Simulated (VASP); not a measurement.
# WS (Pm-3m) in VASP: further runs, part 2 of 2

VASP 6.6.1.

## 3. Single point, PBE-based screened hybrid with 35 % exact exchange

This run uses another cell than the first one, of 13.61 Å³/atom.

POSCAR reads:

```
WS
1.0
    3.0078900000      0.0000000000      0.0000000000
    0.0000000000      3.0078900000      0.0000000000
    0.0000000000      0.0000000000      3.0078900000
W S
1 1
Direct
    0.5000000000      0.5000000000      0.5000000000
    0.0000000000      0.0000000000      0.0000000000
```

INCAR.step1 reads:

```
PREC = Accurate ; ENCUT = 520
EDIFF = 1E-5 ; ISMEAR = -1
SIGMA = 0.05 ; LREAL = False
LASPH = True ; NELM = 80
ALGO = Normal ; ISIF = 2
LWAVE = True ; LCHARG = False
NBANDS = 17 ; GGA = PE
```

INCAR.step2 reads:

```
PREC = Accurate ; ENCUT = 520
EDIFF = 1E-7 ; ISMEAR = -1
SIGMA = 0.05 ; LREAL = False
LASPH = True ; NELM = 80
ALGO = Normal ; ISIF = 2
LWAVE = False ; LCHARG = False
GGA = PE ; LHFCALC = True
AEXX = 0.35 ; HFSCREEN = 0.2078699
PRECFOCK = Normal ; NBANDS = 17
ISTART = 1
```

KPOINTS reads:

```
Automatic mesh
0
Gamma
  5 5 5
```

Potentials or basis: VASP PAW PBE potentials, release 64 (W_sv, S).

Started as:

```bash
$ cat potpaw_PBE.64/W_sv/POTCAR potpaw_PBE.64/S/POTCAR > POTCAR
$ cp INCAR.step1 INCAR
$ mpirun -np 1 vasp_std > vasp.out
$ cp INCAR.step2 INCAR
$ mpirun -np 1 vasp_std > vasp.out
```

OUTCAR:

```text
PREC = Accurate
   ENCUT = 520
   EDIFF = 1E-7
   ISMEAR = -1
   LREAL = False
   LASPH = True
   NELM = 80
   ISIF = 2
   GGA = PE
   LHFCALC = True
   AEXX = 0.35
   HFSCREEN = 0.2078699
   PRECFOCK = Normal
   ISTART = 1

 ion  position               nearest neighbor table
   1  0.500  0.500  0.500-   2 2.60   2 2.60   2 2.60   2 2.60   2 2.60   2 2.60   2 2.60   2 2.60

   2  0.000  0.000  0.000-   1 2.60   1 2.60   1 2.60   1 2.60   1 2.60   1 2.60   1 2.60   1 2.60

  LATTYP: Found a simple cubic cell.
 ALAT       =     3.0078900000

  Lattice vectors:

 A1 = (   3.0078900000,   0.0000000000,   0.0000000000)
 A2 = (   0.0000000000,   3.0078900000,   0.0000000000)
 A3 = (   0.0000000000,   0.0000000000,   3.0078900000)

Analysis of symmetry for initial positions (statically):
=====================================================================
 Subroutine PRICEL returns:
 Original cell was already a primitive cell.

 Routine SETGRP: Setting up the symmetry group for a
 simple cubic supercell.

 Subroutine GETGRP returns: Found 48 space group operations
 (whereof 48 operations were pure point group operations)
 out of a pool of 48 trial point group operations.

The static configuration has the point symmetry O_h .

Analysis of symmetry for dynamics (positions and initial velocities):
=====================================================================
 Subroutine PRICEL returns:
 Original cell was already a primitive cell.

 Routine SETGRP: Setting up the symmetry group for a
 simple cubic supercell.

 Subroutine GETGRP returns: Found 48 space group operations
 (whereof 48 operations were pure point group operations)
 out of a pool of 48 trial point group operations.

The dynamic configuration has the point symmetry O_h .

 Subroutine INISYM returns: Found 48 space group operations
 (whereof 48 operations are pure point group operations),
[... 105 lines left out ...]
   LORBIT       =      0    0 simple, 1 ext, 2 COOP (PROOUT), +10 PAW based schemes
   GGA     = PE    functional components
   LHFCALC =     T    Hartree Fock is set to
   PRECFOCK=normal    Normal, Fast or Accurate (Low or Medium for compatibility)
   ENCUT4O =  -1.0   cutoff for four orbital integrals eV
   NKREDX  =     1    reduce k-point grid by
   NKREDY  =     1    reduce k-point grid by
   NKREDZ  =     1    reduce k-point grid by
   AEXX    =    0.3500 exact exchange contribution
   HFSCREEN=    0.2079 screening length (either q_TF or 0.3 A-1)
   HFSCREENC=   0.2079 screening length for correlation (either q_TF or 0.3 A-1)
   ENCUTFOCK=  -1.0 apply spherical cutoff to Coloumb kernel
   IVDW    =     0    specifies the selected vdW correction
   LEPSILON=     F    determine dielectric tensor
   LRPA    =     F    only Hartree local field effects (RPA)
 non-spin polarized calculation
  energy-cutoff  :      520.00
  volume of cell :       27.21
 maximum number of plane-waves:       743
 NGX is ok and might be reduce to    24
  NGX = 18; NGY = 18; NGZ = 18

 number of electron      19.9999996 magnetization

 Free energy of the ion-electron system (eV)
  ---------------------------------------------------
  ext. energy  EPLUGINS =         0.00000000
  ---------------------------------------------------
  free energy    TOTEN  =       -20.79052687 eV

  energy without entropy =      -20.77033666  energy(sigma->0) =      -20.78043176

 E-fermi :  12.9504     XC(G=0):  -9.8245

 val. band max:       12.3109815335   @ k =   0.4000   0.4000   0.4000
 cond. band min:      12.9618331871   @ k =   0.4000   0.2000   0.0000
 fundamental gap:      0.6508516536
 Fermi energy:        12.9504396592

 k-point     1 :       0.0000    0.0000    0.0000
  band No.  band energies     occupation
      1     -67.8392      2.00000
      2     -29.8495      2.00000
      3     -29.8495      2.00000
      4     -29.8495      2.00000
      5      -7.9397      2.00000
      6       6.8763      2.00000
[... 177 lines left out ...]
      4     -30.2023      2.00000
      5      -3.5728      2.00000
      6       2.5102      2.00000
[... 9 lines left out ...]
     16      20.4162      0.00000
     17      26.4474      0.00000

------------------------ aborting loop because EDIFF is reached ----------------------------------------

  FORCE on cell =-STRESS in cart. coord.  units (eV):
  Direction    XX          YY          ZZ          XY          YZ          ZX
  --------------------------------------------------------------------------------------
  -------------------------------------------------------------------------------------
  Total       -2.0161736     -2.0161736     -2.0161736     -0.0000000     -0.0000000      0.0000000
  in kB     -118.7005267   -118.7005267   -118.7005267     -0.0000000     -0.0000000      0.0000000
  external PRESSURE =    -118.7005267 kB  Pullay stress =       0.0000000 kB

 VOLUME and BASIS-vectors are now :
 -----------------------------------------------------------------------------
  energy-cutoff  :      520.00
  volume of cell :       27.21
      direct lattice vectors                 reciprocal lattice vectors
     3.007890000  0.000000000  0.000000000     0.332458966  0.000000000  0.000000000
     0.000000000  3.007890000  0.000000000     0.000000000  0.332458966  0.000000000
     0.000000000  0.000000000  3.007890000     0.000000000  0.000000000  0.332458966

 POSITION                                       TOTAL-FORCE (eV/Angst)
 -----------------------------------------------------------------------------------
      1.50395      1.50395      1.50395         0.000000      0.000000      0.000000
      0.00000      0.00000      0.00000         0.000000      0.000000      0.000000
 -----------------------------------------------------------------------------------
    total drift:                               -0.000009      0.000004     -0.000011

  FREE ENERGIE OF THE ION-ELECTRON SYSTEM (eV)
  ---------------------------------------------------
  free  energy   TOTEN  =       -20.7905268670 eV

  energy  without entropy=      -20.7703366568  energy(sigma->0) =      -20.78043176
```

It took 13 min on 1 thread of Intel Xeon Platinum 8259CL at 2.50GHz (Skylake/Cascade Lake), shared host; peak memory 0.25 GiB.

What came out:

```
Free energy            : -20.7905 eV
Pressure               : -11.9 GPa
Band gap on the k mesh : zero (bands 10 and 11 overlap by 2.47 eV)
```

Caveat: the k points lie up to 0.42 Å⁻¹ apart, too coarse for converged energies and pressures of a metal; the PAW data sets were made with another functional, which shifts forces and pressure a little; spin-orbit coupling is left out, which moves the levels of the heavy elements.
